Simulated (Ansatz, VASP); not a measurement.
## Ta4Ag in VASP and in Ansatz

```
Ta Ag
1.0
     4.83341    0.00000    0.00000
     0.00000    4.83341    0.00000
     0.00000    0.00000    4.83341
Ta Ag
4 1
Direct
  0.00000 0.50000 0.50000
  0.50000 0.00000 0.50000
  0.50000 0.50000 0.00000
  0.00000 0.00000 0.00000
  0.50000 0.50000 0.50000
```

Alike in both runs: functional PBE; k mesh 4 × 4 × 4; occupations gaussian, width 0.1 eV; no spin polarisation.

Ansatz relaxed the structure, and its values are those at the end. VASP's run is a single point on that final structure, the one shown.

|  | VASP | Ansatz |
| --- | --- | --- |
| version | VASP 6.6.1 | Ansatz 0.2.0 |
| potentials or method | VASP PAW PBE potentials, release 64 (Ta_pv, Ag), cutoff 500 eV | scalar-relativistic, plane waves, PAW |
| valence electrons in the cell | 55 | 71 |

Ansatz gave:

| Property | Result |
| --- | --- |
| gap on the k mesh at the Fermi level (eV) | none |
| pressure (GPa) | 0.1 |

Problem. What did VASP give for the same quantities?

Solution. gap on the k mesh at the Fermi level (eV): none; pressure (GPa): -0.1.

A gap of «none» marks a metal or a gap that the smearing closes. VASP's potentials hold 55 valence electrons a cell and Ansatz's 71, so a difference there can come from the potentials and not from the codes.

Neither program's run includes spin-orbit coupling.
